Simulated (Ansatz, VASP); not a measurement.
# Two plane-wave programs on TaN

```xyz
6
Lattice="5.1490 0.0000 0.0000 -2.5745 4.4592 0.0000 0.0000 0.0000 2.8751" Properties=species:S:1:pos:R:3 pbc="T T T"
Ta    0.0000    0.0000    0.0000
Ta    0.0000    2.9728    1.4375
Ta    2.5745    1.4864    1.4375
N     2.0258    0.0000    0.0000
N     1.5616    2.7048    0.0000
N    -1.0129    1.7544    0.0000
```

Alike in both runs: functional LDA; k mesh 12 × 12 × 18; occupations gaussian, width 0.1 eV; no spin polarisation.

Ansatz relaxed the structure, and its values are those at the end. VASP's run is a single point on that final structure, the one shown.

|  | VASP | Ansatz |
| --- | --- | --- |
| version | VASP 6.6.1 | Ansatz 0.2.0 |
| potentials or method | VASP PAW LDA potentials, release 64 (Ta_pv, N), cutoff 520 eV | scalar-relativistic, plane waves, PAW |
| valence electrons in the cell | 48 | 54 |

|  | VASP | Ansatz | Ansatz less VASP |
| --- | --- | --- | --- |
| gap on the k mesh at the Fermi level (eV) | none | none | - |
| pressure (GPa) | 1.9 | 0.0 | -1.95 |
| rms of the force components (eV/Å) | 0.006 | 0.000 | -0.0055 |

Ansatz warns that its potentials were made for another functional, while VASP's fit it. LDA's correlation is that of Perdew and Zunger in VASP and of Perdew and Wang (1992) in Ansatz. A gap of «none» marks a metal or a gap that the smearing closes. VASP's potentials hold 48 valence electrons a cell and Ansatz's 54, so a difference there can come from the potentials and not from the codes.

Spin-orbit coupling is off throughout.
